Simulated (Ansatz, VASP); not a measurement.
Two plane-wave programs on Yb

Contents of INCAR:

```
SYSTEM = Yb
PREC = Accurate
ENCUT = 520
EDIFF = 1E-7
ISMEAR = 0
SIGMA = 0.15
LREAL = .False.
LASPH = .True.
NELM = 100
ALGO = Fast
ISIF = 2
LWAVE = .False.
LCHARG = .False.
GGA = PE
NBANDS = 18
```

KPOINTS

```
regular mesh
0
Gamma
  16 16 16
  0 0 0
```

POSCAR

```
Yb
1.0
    0.0000000000      2.4127455951      2.8156741095
    2.4127455951      0.0000000000      2.8156741095
    2.4127455951      2.4127455951      0.0000000000
Yb
1
Direct
    0.0000000000      0.0000000000      0.0000000000
```

Input for Ansatz:

```yaml
crystal:
  lattice:
    - [0.0, 2.4127455951, 2.8156741095]
    - [2.4127455951, 0.0, 2.8156741095]
    - [2.4127455951, 2.4127455951, 0.0]
  atoms:
    - { symbol: Yb, position: [0.0, 0.0, 0.0] }
basis:
  ecutwfc: 420
kpoints:
  mp_grid: { grid: [16, 16, 16] }
hamiltonian:
  xc: pbe
scf:
  occupations: { method: gaussian, width: 0.15 }
output:
  forces: true
  stress: true
  eigenvalues: true
```

Alike in both runs: task single point; functional PBE; k mesh 16 × 16 × 16; occupations gaussian, width 0.15 eV; no spin polarisation.

```csv
,VASP,Ansatz
version,VASP 6.6.1,Ansatz 0.2.0
potentials or method,"VASP PAW PBE potentials, release 64 (Yb), cutoff 520 eV","scalar-relativistic, plane waves, PAW"
valence electrons in the cell,24,24
```

VASP gave:

* gap on the k mesh at the Fermi level (eV): none
* pressure (GPa): 1.8
* traceless stress, the component that is largest in VASP (GPa): -2.06

**Question.** Which values does Ansatz return?

**Answer.** gap on the k mesh at the Fermi level (eV): none; pressure (GPa): 1.7; traceless stress, the component that is largest in VASP (GPa): -2.02.

A gap of «none» marks a metal or a gap that the smearing closes. With one functional, cell and mesh, what is left measures potentials, basis and numerics.

Spin-orbit coupling is off throughout.
